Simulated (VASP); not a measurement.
# PdC18 in VASP: notebook

Runs on PdC18. Level: PBE+D3(BJ). Tasks: single point.

Everything below comes from runs of VASP 6.6.1. Logs are shortened: lines on timing, memory, paths and dates and some standing lists are left out, and cuts for length are marked.

## Step 1: The cell of the first run

The cell holds a slab with vacuum, 19 atoms: a = 7.398 Å, b = 7.398 Å, c = 12.000 Å, α = 90.00°, β = 90.00°, γ = 120.00°.

## Step 2: Single point, PBE+D3(BJ)

The input, INCAR:

```
PREC = Accurate
ENCUT = 520
EDIFF = 1E-6
ISMEAR = 0
SIGMA = 0.02
LREAL = Auto
LASPH = True
NELM = 60
ALGO = Normal
ISIF = 2
LWAVE = False
LCHARG = False
GGA = PE
IVDW = 12
NBANDS = 56
```

The input, KPOINTS:

```
regular mesh
0
Gamma
  2 2 1
```

The input, POSCAR:

```
PdC18
1.0
    7.3980000000      0.0000000000      0.0000000000
   -3.6990000000      6.4068560000      0.0000000000
    0.0000000000      0.0000000000     12.0000000000
C Pd
18 1
Direct
   -0.0015767355     -0.0051842901      0.0875150833
    0.2194629755      0.1056972406      0.0836650833
   -0.0015019938      0.3317383753      0.0824465000
    0.2187472447      0.4391654815      0.0806600833
   -0.0029498248      0.6622977011      0.0809892500
    0.2185254269      0.7722149522      0.0828553333
    0.3306019441     -0.0041070066      0.0836781667
    0.5508102796      0.1058271015      0.0857562500
    0.3303282180      0.3288516239      0.0812342500
    0.5516707387      0.4386348000      0.0794514167
    0.3305387726      0.6624765720      0.0817750833
    0.5511717698      0.7707220203      0.0834492500
    0.6620618787     -0.0053225794      0.0913339167
    0.8866983429      0.1072212330      0.0902351667
    0.6636260287      0.3289963127      0.0815325000
    0.8851905104      0.4392255734      0.0803684167
    0.6635062817      0.6618644152      0.0792562500
    0.8845668641      0.7710396488      0.0819829167
    0.8357169908      1.0482539330      0.2618145000
```

Potentials or basis: VASP PAW PBE potentials, release 64 (C, Pd).

The run is started by

```console
> cat potpaw_PBE.64/C/POTCAR potpaw_PBE.64/Pd/POTCAR > POTCAR
> mpirun -np 1 vasp_std > vasp.out
```

OUTCAR:

```text
PREC = Accurate
   ENCUT = 520
   EDIFF = 1E-6
   ISMEAR = 0
   LREAL = Auto
   LASPH = True
   NELM = 60
   ISIF = 2
   GGA = PE
   IVDW = 12
 IVDW          = 12

 ion  position               nearest neighbor table
   1  0.998  0.995  0.088-   2 1.42  18 1.44  14 1.44  19 2.54
   2  0.219  0.106  0.084-   7 1.42   1 1.42   9 1.43
   3  0.998  0.332  0.082-   4 1.41  16 1.41  14 1.44
   4  0.219  0.439  0.081-   3 1.41   9 1.42  11 1.43
   5  0.997  0.662  0.081-  18 1.42   6 1.42  16 1.43
   6  0.219  0.772  0.083-   5 1.42  11 1.42   7 1.43
   7  0.331  0.996  0.084-   8 1.41   2 1.42   6 1.43
   8  0.551  0.106  0.086-   7 1.41  13 1.43  15 1.43
   9  0.330  0.329  0.081-  10 1.42   4 1.42   2 1.43
  10  0.552  0.439  0.079-   9 1.42  15 1.42  17 1.43
  11  0.331  0.662  0.082-  12 1.41   6 1.42   4 1.43
  12  0.551  0.771  0.083-  11 1.41  17 1.42  13 1.44
  13  0.662  0.995  0.091-   8 1.43  12 1.44  14 1.44  19 2.34
  14  0.887  0.107  0.090-   1 1.44  13 1.44   3 1.44  19 2.10
  15  0.664  0.329  0.082-  16 1.42  10 1.42   8 1.43
  16  0.885  0.439  0.080-   3 1.41  15 1.42   5 1.43
  17  0.664  0.662  0.079-  18 1.42  12 1.42  10 1.43
  18  0.885  0.771  0.082-  17 1.42   5 1.42   1 1.44
  19  0.836  0.048  0.262-  14 2.10  13 2.34   1 2.54

  LATTYP: Found a hexagonal cell.
 ALAT       =     7.3980000000
 C/A-ratio  =     1.6220600162

  Lattice vectors:

 A1 = (   7.3980000000,   0.0000000000,   0.0000000000)
 A2 = (  -3.6990000000,   6.4068560000,   0.0000000000)
 A3 = (   0.0000000000,   0.0000000000,  12.0000000000)

Analysis of symmetry for initial positions (statically):
=====================================================================
 Subroutine PRICEL returns:
 Original cell was already a primitive cell.

 Routine SETGRP: Setting up the symmetry group for a
 hexagonal supercell.

 Subroutine GETGRP returns: Found  1 space group operations
 (whereof  1 operations were pure point group operations)
 out of a pool of 24 trial point group operations.

The static configuration has the point symmetry C_1 .

Analysis of symmetry for dynamics (positions and initial velocities):
=====================================================================
 Subroutine PRICEL returns:
 Original cell was already a primitive cell.

 Routine SETGRP: Setting up the symmetry group for a
 hexagonal supercell.

 Subroutine GETGRP returns: Found  1 space group operations
 (whereof  1 operations were pure point group operations)
[... 121 lines left out ...]
   ISIF   =      2    stress and relaxation
   ISYM   =      2    0-nonsym 1-usesym 2-fastsym
   POTIM  = 0.5000    time-step for ionic-motion
   TEBEG  =    0.0;   TEEND  =   0.0 temperature during run
   PSTRESS=    0.0 pullay stress
   NELECT =      82.0000    total number of electrons
   NUPDOWN=      -1.0000    fix difference up-down
   EMIN   =  10.00;   EMAX   =-10.00  energy-range for DOS
   EFERMI =   0.00;   METHOD = LEGACY
   ISMEAR =     0;   SIGMA  =   0.02  broadening in eV -4-tet -1-fermi 0-gaus
   EFERMI_NEDOS =   21; number of points for ismear=-14 and -15
   IALGO  =     38    algorithm
   IMIX   =      4    mixing-type and parameters
     AMIX     =   0.40;   BMIX     =  1.00
     AMIX_MAG =   1.60;   BMIX_MAG =  1.00
  volume/ion in A,a.u.               =      29.94       202.01
  Fermi-wavevector in a.u.,A,eV,Ry     =   0.858419  1.622176 10.025902  0.736883
  Thomas-Fermi vector in A             =   1.975621
   LORBIT       =      0    0 simple, 1 ext, 2 COOP (PROOUT), +10 PAW based schemes
   GGA     = PE    functional components
   LHFCALC =     F    Hartree Fock is set to
   AEXX    =    0.0000 exact exchange contribution
   IVDW    =    12    specifies the selected vdW correction
   LEPSILON=     F    determine dielectric tensor
   LRPA    =     F    only Hartree local field effects (RPA)
 non-spin polarized calculation
 Gauss-broadening in eV      SIGMA  =   0.02
  energy-cutoff  :      520.00
  volume of cell :      568.78
 maximum number of plane-waves:     15363
 NGX is ok and might be reduce to    56
   NGX = 27   NGY = 27   NGZ = 45

 number of electron      81.9999999 magnetization

 Free energy of the ion-electron system (eV)
  ---------------------------------------------------
  ext. energy  EPLUGINS =         0.00000000
  ---------------------------------------------------
  free energy    TOTEN  =      -168.25242880 eV

  energy without entropy =     -168.25242875  energy(sigma->0) =     -168.25242877

 E-fermi :  -0.9367     XC(G=0):  -4.1318

 val. band max:       -1.0049020537   @ k =   0.0000   0.0000   0.0000
 cond. band min:      -0.8684411970   @ k =   0.0000   0.0000   0.0000
 fundamental gap:      0.1364608567
 Fermi energy:        -0.9366717583

 k-point     1 :       0.0000    0.0000    0.0000
  band No.  band energies     occupation
      1     -20.6633      2.00000
      2     -18.2693      2.00000
      3     -18.0961      2.00000
      4     -18.0492      2.00000
      5     -18.0202      2.00000
      6     -18.0045      2.00000
[... 213 lines left out ...]
     52       3.9285      0.00000
     53       4.1886      0.00000
 [bands above 53 left out]

------------------------ aborting loop because EDIFF is reached ----------------------------------------

 Edisp (eV)   -1.87541

 E8    (eV) :    -0.6096

  FORCE on cell =-STRESS in cart. coord.  units (eV):
  Direction    XX          YY          ZZ          XY          YZ          ZX
  --------------------------------------------------------------------------------------
  -------------------------------------------------------------------------------------
  Total       0.59543     7.21018    -0.12849    -0.55152    -0.00977    -0.19476
  in kB       1.67726    20.31030    -0.36195    -1.55356    -0.02752    -0.54862
  external pressure =        7.21 kB  Pullay stress =        0.00 kB

 VOLUME and BASIS-vectors are now :
 -----------------------------------------------------------------------------
  energy-cutoff  :      520.00
  volume of cell :      568.78
      direct lattice vectors                 reciprocal lattice vectors
     7.398000000  0.000000000  0.000000000     0.135171668  0.078041398  0.000000000
    -3.699000000  6.406856000  0.000000000     0.000000000  0.156082796  0.000000000
     0.000000000  0.000000000 12.000000000     0.000000000  0.000000000  0.083333333

 POSITION                                       TOTAL-FORCE (eV/Angst)
 -----------------------------------------------------------------------------------
      3.70651      6.37364      1.05018         0.004557     -0.003537     -0.008120
      1.23261      0.67719      1.00398        -0.000705      0.014429     -0.006951
      6.15979      2.12540      0.98936         0.011666      0.002232     -0.001342
     -0.00618      2.81367      0.96792         0.004118     -0.001629     -0.000506
      4.92634      4.24325      0.97187         0.004850     -0.006000     -0.000655
     -1.23977      4.94747      0.99426         0.008205     -0.002864      0.000450
[... 11 lines left out ...]
      3.69195      4.93994      0.98380         0.005784     -0.001621     -0.004520
      6.00414      0.30916      3.14177        -0.095523     -0.006983      0.022360
 -----------------------------------------------------------------------------------
    total drift:                                0.031625     -0.003347      0.013417

  FREE ENERGIE OF THE ION-ELECTRON SYSTEM (eV)
  ---------------------------------------------------
  free  energy   TOTEN  =      -170.1278389319 eV

  energy  without entropy=     -170.1278388821  energy(sigma->0) =     -170.12783891
```

stdout:

```text
POSCAR found type information on POSCAR C Pd
 POSCAR found :  2 types and      19 ions
 scaLAPACK will be used
 LDA part: xc-table for (Slater+PW92), standard interpolation
 POSCAR, INCAR and KPOINTS ok, starting setup
 FFT: planning ... GRIDC
 FFT: planning ... GRID_SOFT
 FFT: planning ... GRID
 WAVECAR not read
 entering main loop
```

Wall time 4 min (1 thread of Intel Xeon Platinum 8124M at 3.00GHz (Skylake/Cascade Lake), shared host); peak memory 0.59 GiB.

What came out:

| Property | Result |
| --- | --- |
| Free energy | -170.1278 eV |
| Largest force | 0.098 eV/Å |
| Band gap on the k mesh | 0.14 eV |
| Dispersion energy per atom | -0.099 eV |

Forces on the atoms (eV/Å):
```
C    0.005 -0.004 -0.008
C   -0.001  0.014 -0.007
C    0.012  0.002 -0.001
C    0.004 -0.002 -0.001
C    0.005 -0.006 -0.001
C    0.008 -0.003  0.000
C    0.010 -0.002 -0.005
C    0.004  0.007 -0.004
C    0.002  0.006  0.003
C    0.002 -0.001  0.000
C    0.004 -0.009  0.001
C    0.007 -0.003  0.001
C   -0.003 -0.008  0.024
C    0.008  0.019 -0.021
C    0.005 -0.003 -0.001
C    0.010 -0.001 -0.003
C    0.007 -0.001  0.004
C    0.006 -0.002 -0.005
Pd  -0.096 -0.007  0.022
```

Caveat: the k points lie up to 0.49 Å⁻¹ apart; there is no dipole correction, which matters where the two faces differ.

## Step 3: Single point, PBE+D3(BJ)

The input, INCAR:

```
PREC = Accurate
ENCUT = 520
EDIFF = 1E-7
ISMEAR = 0
SIGMA = 0.02
LREAL = Auto
LASPH = T
NELM = 80
ALGO = Normal
ISIF = 2
LWAVE = F
LCHARG = F
GGA = PE
IVDW = 12
NBANDS = 56
```

The input, KPOINTS:

```
Automatic mesh
0
Gamma
  2 2 1
```

The input, POSCAR:

```
PdC18
1.0
    7.3980000000      0.0000000000      0.0000000000
   -3.6990000000      6.4068560000      0.0000000000
    0.0000000000      0.0000000000     12.0000000000
C Pd
18 1
Direct
   -0.0021651602     -0.0053995283      0.0926096667
    0.2206801086      0.1058533234      0.0859978333
   -0.0016678848      0.3315582557      0.0828925833
    0.2194992283      0.4392152719      0.0801392500
   -0.0027911444      0.6625063838      0.0818593333
    0.2191096885      0.7721945054      0.0825903333
    0.3305032720     -0.0041967542      0.0832438333
    0.5518778135      0.1056023422      0.0828645000
    0.3307242623      0.3291511468      0.0813191667
    0.5524765912      0.4386644557      0.0794629167
    0.3304444691      0.6622785029      0.0804985833
    0.5519149035      0.7712036918      0.0813473333
    0.6615500180     -0.0050748760      0.0862983333
    0.8854699664      0.1070980837      0.0911180833
    0.6637986046      0.3288645788      0.0812899167
    0.8857945414      0.4390310942      0.0809312500
    0.6635718257      0.6618541138      0.0793363333
    0.8849800101      0.7705169275      0.0838562500
    0.8980911883      1.0486914331      0.2623439167
```

Potentials or basis: VASP PAW PBE potentials, release 64 (C, Pd).

The run is started by

```console
> cat potpaw_PBE.64/C/POTCAR potpaw_PBE.64/Pd/POTCAR > POTCAR
> mpirun -np 1 vasp_std > vasp.out
```

Run time: 4.1 min. Hardware: 1 thread of Intel Xeon Platinum 8124M at 3.00GHz (Skylake/Cascade Lake), shared host; peak memory 0.59 GiB.

The run converged. Its results:

```yaml
Free_energy: -170.1460 eV
Largest_force: 0.127 eV/Å
Band_gap_on_the_k_mesh: 0.10 eV
Dispersion_energy_per_atom: -0.099 eV
```

Forces in eV/Å, atoms in the order of the input:
```
C   -0.015 -0.004  0.022
C   -0.001  0.019  0.009
C   -0.010 -0.004  0.001
C    0.015 -0.002 -0.009
C   -0.012 -0.011 -0.001
C   -0.003  0.006  0.002
C   -0.010 -0.009 -0.004
C    0.000  0.009 -0.014
C   -0.026  0.007  0.001
C   -0.006  0.006  0.002
C   -0.013 -0.018  0.001
C    0.009  0.000 -0.007
C   -0.015 -0.011 -0.020
C   -0.008  0.013 -0.008
C   -0.011 -0.011 -0.002
C    0.001  0.010 -0.005
C   -0.026 -0.001  0.007
C    0.007  0.002  0.003
Pd   0.125  0.000  0.023
```

Levels at points of the mesh, in eV from the valence-band top:
| k point | band 39 | band 40 | band 41 | band 42 | band 43 | band 44 |
| --- | --- | --- | --- | --- | --- | --- |
| (0.00, 0.00, 0.00) | -1.47 | -0.12 | 0.00 | 0.10 | 0.25 | 0.90 |
| (0.50, 0.00, 0.00) | -1.47 | -1.29 | -1.07 | 0.94 | 1.58 | 2.34 |
| (0.00, 0.50, 0.00) | -1.49 | -1.26 | -1.08 | 0.95 | 1.66 | 2.38 |
| (0.50, 0.50, 0.00) | -1.34 | -1.24 | -1.16 | 0.88 | 1.60 | 2.31 |

Caveat: the k points lie up to 0.49 Å⁻¹ apart; there is no dipole correction, which matters where the two faces differ.

## Step 4: Single point, PBE+D3(BJ)

The input, INCAR:

```
ALGO = Normal
EDIFF = 1E-6
ENCUT = 520
GGA = PE
ISIF = 2
ISMEAR = 0
IVDW = 12
LASPH = T
LCHARG = F
LREAL = Auto
LWAVE = F
NBANDS = 56
NELM = 100
PREC = Accurate
SIGMA = 0.02
```

The input, KPOINTS:

```
k-points
0
Gamma
  2 2 1
```

The input, POSCAR:

```
PdC18
1.0
    7.3980000000      0.0000000000      0.0000000000
   -3.6990000000      6.4068560000      0.0000000000
    0.0000000000      0.0000000000     12.0000000000
C Pd
18 1
Direct
   -0.0014814856     -0.0050840849      0.0862040833
    0.2188439347      0.1056232573      0.0827988333
   -0.0016616509      0.3315312534      0.0828780833
    0.2183343379      0.4390420200      0.0808738333
   -0.0030489804      0.6622642994      0.0805169167
    0.2181883476      0.7722074603      0.0826007500
    0.3304395699     -0.0041962860      0.0832639167
    0.5502999939      0.1058773601      0.0860794167
    0.3301952166      0.3288719147      0.0812495833
    0.5513045375      0.4386758497      0.0794856667
    0.3304258423      0.6625059155      0.0818230833
    0.5506258144      0.7705192687      0.0838406667
    0.6619117857     -0.0054081128      0.0926468333
    0.8867424217      0.1070731104      0.0910991667
    0.6635674609      0.3291733106      0.0813695833
    0.8847956429      0.4392119942      0.0801629167
    0.6634294287      0.6618572354      0.0793485000
    0.8843843838      0.7711980728      0.0813345000
    0.8148987841      1.0486694254      0.2624230833
```

Potentials or basis: VASP PAW PBE potentials, release 64 (C, Pd).

The run is started by

```console
> cat potpaw_PBE.64/C/POTCAR potpaw_PBE.64/Pd/POTCAR > POTCAR
> mpirun -np 1 vasp_std > vasp.out
```

OUTCAR:

```text
EDIFF = 1E-6
   ENCUT = 520
   GGA = PE
   ISIF = 2
   ISMEAR = 0
   IVDW = 12
   LASPH = T
   LREAL = Auto
   NELM = 100
   PREC = Accurate
 IVDW          = 12

 ion  position               nearest neighbor table
   1  0.999  0.995  0.086-   2 1.41  18 1.43  14 1.44  19 2.65
   2  0.219  0.106  0.083-   1 1.41   7 1.42   9 1.43
   3  0.998  0.332  0.083-   4 1.41  16 1.42  14 1.44
   4  0.218  0.439  0.081-   3 1.41   9 1.42  11 1.43
   5  0.997  0.662  0.081-   6 1.42  18 1.42  16 1.43
   6  0.218  0.772  0.083-   5 1.42  11 1.42   7 1.43
[... 454 lines left out ...]
  Total       0.59991     7.18289    -0.14279    -1.31883     0.01265    -0.25685
  in kB       1.68988    20.23342    -0.40223    -3.71499     0.03562    -0.72353
  external pressure =        7.17 kB  Pullay stress =        0.00 kB

 VOLUME and BASIS-vectors are now :
 -----------------------------------------------------------------------------
  energy-cutoff  :      520.00
  volume of cell :      568.78
      direct lattice vectors                 reciprocal lattice vectors
     7.398000000  0.000000000  0.000000000     0.135171668  0.078041398  0.000000000
    -3.699000000  6.406856000  0.000000000     0.000000000  0.156082796  0.000000000
     0.000000000  0.000000000 12.000000000     0.000000000  0.000000000  0.083333333

 POSITION                                       TOTAL-FORCE (eV/Angst)
 -----------------------------------------------------------------------------------
      3.70685      6.37428      1.03445         0.010634     -0.003933     -0.020463
      1.22831      0.67671      0.99359        -0.012733      0.015262     -0.010723
      6.15937      2.12407      0.99454         0.022056     -0.003060      0.003353
     -0.00878      2.81288      0.97049        -0.007132      0.000521     -0.002031
      4.92573      4.24303      0.96620         0.013882     -0.003903     -0.002515
     -1.24224      4.94742      0.99121         0.003446     -0.003530      0.000875
[... 11 lines left out ...]
      3.69001      4.94095      0.97601        -0.000243      0.001146     -0.008235
      5.84859      0.31182      3.14908        -0.126527      0.002729      0.012661
 -----------------------------------------------------------------------------------
    total drift:                                0.034380     -0.001650      0.021964

  FREE ENERGIE OF THE ION-ELECTRON SYSTEM (eV)
  ---------------------------------------------------
  free  energy   TOTEN  =      -170.1466108780 eV

  energy  without entropy=     -170.1465975393  energy(sigma->0) =     -170.14660421
```

stdout:

```text
POSCAR found type information on POSCAR C Pd
 POSCAR found :  2 types and      19 ions
 scaLAPACK will be used
 LDA part: xc-table for (Slater+PW92), standard interpolation
 POSCAR, INCAR and KPOINTS ok, starting setup
 FFT: planning ... GRIDC
 FFT: planning ... GRID_SOFT
 FFT: planning ... GRID
 WAVECAR not read
 entering main loop
```

Run time: 3.1 min. Hardware: 1 thread of AMD EPYC 9R45 (Zen 5), shared host; peak memory 0.56 GiB.

What came out:

* Free energy: -170.1466 eV
* Largest force: 0.127 eV/Å
* Band gap on the k mesh: 0.10 eV
* Dispersion energy per atom: -0.099 eV

Forces on the atoms (eV/Å):
```
C    0.011 -0.004 -0.020
C   -0.013  0.015 -0.011
C    0.022 -0.003  0.003
C   -0.007  0.001 -0.002
C    0.014 -0.004 -0.003
C    0.003 -0.004  0.001
C    0.019 -0.006 -0.005
C    0.002  0.006 -0.001
C    0.007  0.004  0.001
C    0.000  0.003 -0.001
C    0.016 -0.009  0.000
C    0.003  0.003  0.001
C    0.009 -0.011  0.025
C    0.007  0.014  0.006
C    0.013 -0.006 -0.001
C    0.004  0.001 -0.003
C    0.016 -0.005  0.005
C    0.000  0.001 -0.008
Pd  -0.127  0.003  0.013
```

Caveat: the k points lie up to 0.49 Å⁻¹ apart; there is no dipole correction, which matters where the two faces differ.

[end of part 1 of 3]
